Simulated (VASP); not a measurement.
# Ru: single point with PBEsol

The system is Ru.

```
CELL_PARAMETERS angstrom
2.62463 0.00000 0.00000
-1.31231 2.27299 0.00000
0.00000 0.00000 4.41036
ATOMIC_POSITIONS crystal
Ru 0.33333 0.66667 0.25000
Ru 0.66667 0.33333 0.75000
```

This cell differs from its parent crystal: strain -0.030 along x and y, +0.030 along z.

```yaml
Program: VASP 6.6.1
Task: single point
Functional: PBEsol
Potentials_or_basis: VASP PAW PBE potentials, release 64 (Ru_pv)
Cutoff: 520 eV
k_mesh: 21 × 21 × 12
Occupations: gaussian, width 0.15 eV
Spin: no spin polarisation
```

```
Pressure               : 5.2 GPa
Band gap on the k mesh : zero (bands 14 and 15 overlap by 3.26 eV)
```

Stress tensor (GPa, compression positive):
```
 15.84   0.00   0.00
  0.00  15.84   0.00
  0.00   0.00 -16.12
```

Levels at points of the mesh, in eV from the Fermi level:
| k point | band 11 | band 12 | band 13 | band 14 | band 15 | band 16 | band 17 | band 18 |
| --- | --- | --- | --- | --- | --- | --- | --- | --- |
| (0.00, 0.00, 0.00) | -2.69 | -2.11 | -2.11 | -0.98 | -0.98 | 0.59 | 1.27 | 1.27 |
| (0.00, 0.00, 0.50) | -2.73 | -2.73 | -2.73 | -2.73 | 0.58 | 0.58 | 0.58 | 0.58 |

Wall time 2.6 min on 1 thread of Intel(R) Xeon(R) Platinum 8259CL CPU @ 2.50GHz (Skylake/Cascade Lake), on a shared host, peak memory 0.25 GiB.

Caveat: the cell differs from its parent crystal (strain -0.030 along x and y, +0.030 along z); the stress differs along the axes, from -16 to 16 GPa; the PAW data sets were made with another functional, which shifts forces and pressure a little.
